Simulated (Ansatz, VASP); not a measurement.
# Eu in VASP and in Ansatz

```
CELL_PARAMETERS angstrom
-2.19395 2.19395 2.19395
2.19395 -2.19395 2.19395
2.19395 2.19395 -2.19395
ATOMIC_POSITIONS crystal
Eu 0.00000 0.00000 0.00000
```

Alike in both runs: task single point; functional PBE; k mesh 10 × 10 × 10; occupations methfessel-paxton of order 1, width 0.1 eV; collinear spin.

```csv
,VASP,Ansatz
version,VASP 6.6.1,Ansatz 0.2.0
potentials or method,"VASP PAW PBE potentials, release 64 (Eu), cutoff 520 eV","plane waves (420 eV) with PAW, scalar-relativistic"
valence electrons in the cell,17,17
```

```tsv
	VASP	Ansatz	Ansatz less VASP
pressure (GPa)	-0.4	-0.1	+0.29
net moment per atom (μB)	7.27	7.29	+0.012
size of the moment on the site where the two differ most (μB)	6.67	7.03	+0.357
```

Site moments also hang on the region over which each program counts them. Ansatz's warnings: stability check not made.

Spin-orbit coupling is off throughout.
